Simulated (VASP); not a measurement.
# Li4Nb4O11 (a cell with a defect) in VASP: a series of runs

Runs on Li4Nb4O11 (a cell with a defect). Level: PBE. Tasks: single point.

Everything below comes from runs of VASP 6.6.1. Logs are shortened: lines on timing, memory, paths and dates and some standing lists are left out, and cuts for length are marked.

## Step 1: The cell of the first run

The cell holds a defect, 19 atoms: a = 5.223 Å, b = 5.499 Å, c = 7.584 Å, α = 94.07°, β = 90.00°, γ = 90.00°.

## Step 2: Single point, PBE (atom 18 moved -0.125 of the way to it and +0.525 Å across, host rigid)

Contents of INCAR:

```
ALGO = Normal
EDIFF = 1E-6
ENCUT = 520
GGA = PE
ISIF = 2
ISMEAR = 0
LASPH = T
LCHARG = T
LELF = T
LREAL = Auto
LVHAR = T
LWAVE = F
NBANDS = 80
NELECT = 128.0
NELM = 100
PREC = Accurate
SIGMA = 0.05
```

Contents of KPOINTS:

```
k-points
0
Gamma
  4 4 4
```

Contents of POSCAR:

```
Li4Nb4O11
1.0
    5.2231019317      0.0000000000      0.0000000000
    0.0000000000      3.0155593063     -4.5984613597
    0.0000000000      6.0311186126      4.5984613597
Li Nb O
4 4 11
Direct
    0.0000000000      0.5000000000      0.2500000000
    0.5000000000      0.0000000000      0.7500000000
    0.0000000000      0.5000000000      0.7500000000
    0.5000000000      0.0000000000      0.2500000000
    0.5000000000      0.5000000000      0.5000000000
    0.0000000000      0.0000000000      0.0000000000
    0.0000000000      0.0000000000      0.5000000000
    0.5000000000      0.5000000000      0.0000000000
    0.8803293659      0.0000000000      0.2500000000
    0.3803293659      0.5000000000      0.7500000000
    0.8098353170      0.6901646830      0.9401646830
    0.8098353170      0.3098353170      0.5598353170
    0.3098353170      0.8098353170      0.0598353170
    0.1196706341      0.0000000000      0.7500000000
    0.6196706341      0.5000000000      0.2500000000
    0.6901646830      0.8098353170      0.5598353170
    0.1901646830      0.3098353170      0.0598353170
    0.2732200755      0.6065010669      0.4401646830
    0.6901646830      0.1901646830      0.9401646830
```

Potentials or basis: VASP PAW PBE potentials, release 64 (Li_sv, Nb_sv, O).

On the command line:

```sh
cat potpaw_PBE.64/Li_sv/POTCAR potpaw_PBE.64/Nb_sv/POTCAR potpaw_PBE.64/O/POTCAR > POTCAR
mpirun -np 1 vasp_std > vasp.out
```

OUTCAR:

```text
EDIFF = 1E-6
   ENCUT = 520
   GGA = PE
   ISIF = 2
   ISMEAR = 0
   LASPH = T
   LREAL = Auto
   NELECT = 128.0
   NELM = 100
   PREC = Accurate

 ion  position               nearest neighbor table
   1  0.000  0.500  0.250-  15 1.99  17 1.99  18 2.08
   2  0.500  0.000  0.750-  14 1.99  16 1.99  19 1.99
   3  0.000  0.500  0.750-  10 1.99  11 1.99  12 1.99
   4  0.500  0.000  0.250-   9 1.99  13 1.99
   5  0.500  0.500  0.500-  18 1.41  12 2.00  16 2.00  10 2.00  15 2.00
   6  0.000  0.000  0.000-  13 2.00  19 2.00  17 2.00  11 2.00   9 2.00  14 2.00
   7  0.000  0.000  0.500-  16 2.00  12 2.00  14 2.00   9 2.00
   8  0.500  0.500  0.000-  11 2.00  17 2.00  13 2.00  19 2.00  10 2.00  15 2.00
   9  0.880  0.000  0.250-   4 1.99   6 2.00   7 2.00
  10  0.380  0.500  0.750-   3 1.99   5 2.00   8 2.00
  11  0.810  0.690  0.940-   3 1.99   8 2.00   6 2.00
  12  0.810  0.310  0.560-   3 1.99   5 2.00   7 2.00
  13  0.310  0.810  0.060-   4 1.99   6 2.00   8 2.00
  14  0.120  0.000  0.750-   2 1.99   6 2.00   7 2.00
  15  0.620  0.500  0.250-   1 1.99   5 2.00   8 2.00
  16  0.690  0.810  0.560-   2 1.99   7 2.00   5 2.00
  17  0.190  0.310  0.060-   1 1.99   8 2.00   6 2.00
  18  0.273  0.607  0.440-   5 1.41   1 2.08
  19  0.690  0.190  0.940-   2 1.99   6 2.00   8 2.00

  LATTYP: Found a simple monoclinic cell.
 ALAT       =     5.4990403532
 B/A-ratio  =     0.9498206225
 C/A-ratio  =     1.3791878824
 COS(beta)  =    -0.0709408676

  Lattice vectors:

 A1 = (   0.0000000000,   3.0155593063,  -4.5984613597)
 A2 = (  -5.2231019317,   0.0000000000,   0.0000000000)
 A3 = (   0.0000000000,   6.0311186126,   4.5984613597)

Analysis of symmetry for initial positions (statically):
=====================================================================
 Subroutine PRICEL returns:
 Original cell was already a primitive cell.

 Routine SETGRP: Setting up the symmetry group for a
 simple monoclinic supercell.

 Subroutine GETGRP returns: Found  1 space group operations
 (whereof  1 operations were pure point group operations)
 out of a pool of  4 trial point group operations.

The static configuration has the point symmetry C_1 .

Analysis of symmetry for dynamics (positions and initial velocities):
=====================================================================
 Subroutine PRICEL returns:
 Original cell was already a primitive cell.

 Routine SETGRP: Setting up the symmetry group for a
 simple monoclinic supercell.

 Subroutine GETGRP returns: Found  1 space group operations
 (whereof  1 operations were pure point group operations)
 out of a pool of  4 trial point group operations.

The dynamic configuration has the point symmetry C_1 .

 Subroutine INISYM returns: Found  1 space group operations
 (whereof  1 operations are pure point group operations),
 and found     1 'primitive' translations

----------------------------------------------------------------------------------------

                                     Primitive cell

  volume of cell :     217.2852

  direct lattice vectors                    reciprocal lattice vectors
     5.223101932  0.000000000  0.000000000     0.191457110  0.000000000  0.000000000
     0.000000000  3.015559306 -4.598461360     0.000000000  0.110537814 -0.144976029
     0.000000000  6.031118613  4.598461360     0.000000000  0.110537814  0.072488014

  length of vectors
     5.223101932  5.499040353  7.584209820     0.191457110  0.182309235  0.132185932

  position of ions in fractional coordinates (direct lattice)
     0.000000000  0.500000000  0.250000000
     0.500000000  1.000000000  0.750000000
     0.000000000  0.500000000  0.750000000
     0.500000000  1.000000000  0.250000000
     0.500000000  0.500000000  0.500000000
     0.000000000  0.000000000  0.000000000
[... 11 lines left out ...]
     0.273220075  0.606501067  0.440164683
     0.690164683  0.190164683  0.940164683

  ion indices of the primitive-cell ions
   primitive index   ion index
                 1           1
                 2           2
                 3           3
                 4           4
                 5           5
                 6           6
[... 11 lines left out ...]
                18          18
                19          19

----------------------------------------------------------------------------------------

 KPOINTS: k-points

Automatic generation of k-mesh.
 Grid dimensions read from file:
 generate k-points for:    4    4    4

 Generating k-lattice:

  Cartesian coordinates                     Fractional coordinates (reciprocal lattice)
     0.047864277  0.000000000  0.000000000     0.250000000  0.000000000  0.000000000
     0.000000000  0.027634453 -0.036244007     0.000000000  0.250000000 -0.000000000
     0.000000000  0.027634453  0.018122004     0.000000000 -0.000000000  0.250000000

  Length of vectors
     0.047864277  0.045577309  0.033046483

  Shift w.r.t. Gamma in fractional coordinates (k-lattice)
     0.000000000  0.000000000  0.000000000

 Subroutine IBZKPT returns following result:
 ===========================================

 Found     36 irreducible k-points:

 Following reciprocal coordinates:
            Coordinates               Weight
  0.000000  0.000000  0.000000      1.000000
  0.250000  0.000000  0.000000      2.000000
  0.500000  0.000000  0.000000      1.000000
  0.000000  0.250000  0.000000      2.000000
  0.250000  0.250000  0.000000      2.000000
  0.250000 -0.250000  0.000000      2.000000
[... 16 lines left out ...]
  0.000000 -0.250000  0.250000      2.000000
  0.250000 -0.250000  0.250000      2.000000
 [... further k-points ...]
   k-points           NKPTS =     36   k-points in BZ     NKDIM =     36   number of bands    NBANDS=     80
   number of dos      NEDOS =    301   number of ions     NIONS =     19
   total plane-waves  NPLWV =  94080
   dimension x,y,z NGX =    40 NGY =   42 NGZ =   56
   dimension x,y,z NGXF=    80 NGYF=   84 NGZF=  112
   ions per type =               4   4  11
   NGX,Y,Z   is equivalent  to a cutoff of  12.73, 12.70, 12.28 a.u.
   NGXF,Y,Z  is equivalent  to a cutoff of  25.46, 25.39, 24.55 a.u.
 SYSTEM =  unknown system
   PREC   = accura    normal or accurate (medium, high low for compatibility)
   ISTART =      0    job   : 0-new  1-cont  2-samecut
   ICHARG =      2    charge: 1-file 2-atom 10-const
   ISPIN  =      1    spin polarized calculation?
   LNONCOLLINEAR =      F non collinear calculations
   LSORBIT =      F    spin-orbit coupling
   LASPH  =      T    aspherical Exc in radial PAW
   ENCUT  =  520.0 eV  38.22 Ry    6.18 a.u.   9.71 10.22 14.10*2*pi/ulx,y,z
   NELM   =    100;   NELMIN=  2; NELMDL= -5     # of ELM steps
   EDIFF  = 0.1E-05   stopping-criterion for ELM
   LREAL  =      T    real-space projection
   EDIFFG = 0.1E-04   stopping-criterion for IOM
   NSW    =      0    number of steps for IOM
   IBRION =     -1    ionic relax: 0-MD 1-quasi-New 2-CG
   NFREE  =      0    steps in history (QN), initial steepest desc. (CG)
   ISIF   =      2    stress and relaxation
   ISYM   =      2    0-nonsym 1-usesym 2-fastsym
   POTIM  = 0.5000    time-step for ionic-motion
   TEBEG  =    0.0;   TEEND  =   0.0 temperature during run
   PSTRESS=    0.0 pullay stress
   NELECT =     128.0000    total number of electrons
   NUPDOWN=      -1.0000    fix difference up-down
   EMIN   =  10.00;   EMAX   =-10.00  energy-range for DOS
   EFERMI =   0.00;   METHOD = LEGACY
   ISMEAR =     0;   SIGMA  =   0.05  broadening in eV -4-tet -1-fermi 0-gaus
   EFERMI_NEDOS =   21; number of points for ismear=-14 and -15
   IALGO  =     38    algorithm
   IMIX   =      4    mixing-type and parameters
     AMIX     =   0.40;   BMIX     =  1.00
     AMIX_MAG =   1.60;   BMIX_MAG =  1.00
  volume/ion in A,a.u.               =      11.44        77.17
  Fermi-wavevector in a.u.,A,eV,Ry     =   1.372360  2.593385 25.624837  1.883372
  Thomas-Fermi vector in A             =   2.497974
   LORBIT       =      0    0 simple, 1 ext, 2 COOP (PROOUT), +10 PAW based schemes
   GGA     = PE    functional components
   LHFCALC =     F    Hartree Fock is set to
   AEXX    =    0.0000 exact exchange contribution
   IVDW    =     0    specifies the selected vdW correction
   LEPSILON=     F    determine dielectric tensor
   LRPA    =     F    only Hartree local field effects (RPA)
 non-spin polarized calculation
 Gauss-broadening in eV      SIGMA  =   0.05
  energy-cutoff  :      520.00
  volume of cell :      217.29
 maximum number of plane-waves:      5888
 NGX is ok and might be reduce to    40
   NGX = 19   NGY = 21   NGZ = 29

 number of electron     127.9999975 magnetization

 Free energy of the ion-electron system (eV)
  ---------------------------------------------------
  ext. energy  EPLUGINS =         0.00000000
  ---------------------------------------------------
  free energy    TOTEN  =      -152.70916982 eV

  energy without entropy =     -152.70916982  energy(sigma->0) =     -152.70916982

 E-fermi :   4.2692     XC(G=0): -10.2679

 val. band max:        4.0088080496   @ k =   0.2500   0.0000   0.5000
 cond. band min:       4.5780570224   @ k =   0.2500  -0.2500   0.5000
 fundamental gap:      0.5692489728
 Fermi energy:         4.2692067646

 k-point     1 :       0.0000    0.0000    0.0000
  band No.  band energies     occupation
      1     -52.3032      2.00000
      2     -51.0351      2.00000
      3     -50.6285      2.00000
      4     -50.4109      2.00000
      5     -40.3092      2.00000
      6     -39.3993      2.00000
[... 68 lines left out ...]
     75       8.6354      0.00000
     76       9.2494      0.00000

 k-point     2 :       0.2500    0.0000    0.0000
  band No.  band energies     occupation
      1     -52.3032      2.00000
      2     -51.0351      2.00000
      3     -50.6284      2.00000
      4     -50.4109      2.00000
      5     -40.3092      2.00000
      6     -39.3993      2.00000
[... 1730 lines left out ...]
 k-point    24 :       0.2500   -0.2500    0.2500
  band No.  band energies     occupation
      1     -52.3032      2.00000
      2     -51.0351      2.00000
      3     -50.6284      2.00000
      4     -50.4109      2.00000
      5     -40.3092      2.00000
      6     -39.3993      2.00000
[... 68 lines left out ...]
     75       8.5663      0.00000
     76       9.1613      0.00000

 [... further k-points ...]

 [bands above 76 left out]

------------------------ aborting loop because EDIFF is reached ----------------------------------------

  FORCE on cell =-STRESS in cart. coord.  units (eV):
  Direction    XX          YY          ZZ          XY          YZ          ZX
  --------------------------------------------------------------------------------------
  -------------------------------------------------------------------------------------
  Total       17.1971404    -19.7884657     -4.6716170     -0.6367476      0.3909062     22.2425538
  in kB      126.8050784   -145.9125115    -34.4467011     -4.6951313      2.8823916    164.0080102
  external PRESSURE =     -17.8513781 kB  Pullay stress =       0.0000000 kB

 VOLUME and BASIS-vectors are now :
 -----------------------------------------------------------------------------
  energy-cutoff  :      520.00
  volume of cell :      217.29
      direct lattice vectors                 reciprocal lattice vectors
     5.223101932  0.000000000  0.000000000     0.191457110  0.000000000  0.000000000
     0.000000000  3.015559306 -4.598461360     0.000000000  0.110537814 -0.144976029
     0.000000000  6.031118613  4.598461360     0.000000000  0.110537814  0.072488014

 POSITION                                       TOTAL-FORCE (eV/Angst)
 -----------------------------------------------------------------------------------
      0.00000      3.01556     -1.14962        -0.444564     -0.777354     -0.457415
      2.61155      4.52334      3.44885         0.317821      0.707896      0.559290
      0.00000      6.03112      1.14962        -0.050356      0.522971      0.434351
      2.61155      1.50778      1.14962         0.707719     -1.306067     -0.551847
      2.61155      4.52334      0.00000        27.423989      3.151116     15.099267
      0.00000      0.00000      0.00000        -0.362815     -0.333105     -0.216505
[... 11 lines left out ...]
      1.42706      4.48363     -0.76489       -30.707551     -0.798374    -18.735005
      3.60480      6.24370      3.44885         0.366603     -0.042669      0.280435
 -----------------------------------------------------------------------------------
    total drift:                                0.000178      0.002828     -0.008853

  FREE ENERGIE OF THE ION-ELECTRON SYSTEM (eV)
  ---------------------------------------------------
  free  energy   TOTEN  =      -152.7091698177 eV

  energy  without entropy=     -152.7091698177  energy(sigma->0) =     -152.70916982
```

Wall time 15 min (1 thread of Intel Xeon Platinum 8259CL at 2.50GHz (Skylake/Cascade Lake), shared host); peak memory 0.53 GiB.

What came out:

* Free energy: -152.7092 eV
* Largest force: 35.980 eV/Å

Forces on the atoms (eV/Å):
```
Li   -0.445  -0.777  -0.457
Li    0.318   0.708   0.559
Li   -0.050   0.523   0.434
Li    0.708  -1.306  -0.552
Nb   27.424   3.151  15.099
Nb   -0.363  -0.333  -0.217
Nb   -6.542   2.517   0.742
Nb    0.440  -0.214  -0.019
O     1.272   1.957   1.722
O    -0.266  -0.809   0.144
O     0.101   0.269  -0.319
O     4.659  -3.016   3.600
O    -0.186   0.528   0.038
O     0.452  -2.744  -1.821
O     0.636  -0.341   0.786
O     2.293   0.614  -1.774
O    -0.110   0.115   0.488
O   -30.708  -0.798 -18.735
O     0.367  -0.043   0.280
```

Caveat: the cell carries a net charge on a neutralising background, which shifts energy and pressure; the cell differs from its parent crystal (atom 18 moved -0.125 of the way to it and +0.525 Å across, host rigid); the cell is charged against a uniform background, so pressure and absolute levels hang on convention; the cutoff is under 1.25 times the usual one of these potentials, so pressure, stress and relaxed cells hold a basis-set (Pulay) error.

(Part 1 of 2 ends here.)
